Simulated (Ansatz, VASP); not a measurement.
# Te in VASP and in Ansatz

```
CELL_PARAMETERS angstrom
-1.92603 1.92603 1.92603
1.92603 -1.92603 1.92603
1.92603 1.92603 -1.92603
ATOMIC_POSITIONS crystal
Te 0.00000 0.00000 0.00000
```

Alike in both runs: functional PBE; k mesh 15 × 15 × 15; occupations fermi-dirac, width 0.05 eV; no spin polarisation.

Ansatz relaxed the structure, and its values are those at the end. VASP's run is a single point on that final structure, the one shown.

|  | VASP | Ansatz |
| --- | --- | --- |
| version | VASP 6.6.1 | Ansatz 0.2.0 |
| potentials or method | VASP PAW PBE potentials, release 64 (Te) | PAW with Ansatz's default frozen-core files, scalar-relativistic |
| plane-wave cutoff (eV) | 520 | 420 |
| valence electrons in the cell | 6 | 16 |

```csv
,VASP,Ansatz,Ansatz less VASP
pressure (GPa),-0.1,0.0,+0.09
```

VASP's potentials hold 6 valence electrons a cell and Ansatz's 16, so a difference there can come from the potentials and not from the codes.

Neither program's run includes spin-orbit coupling.
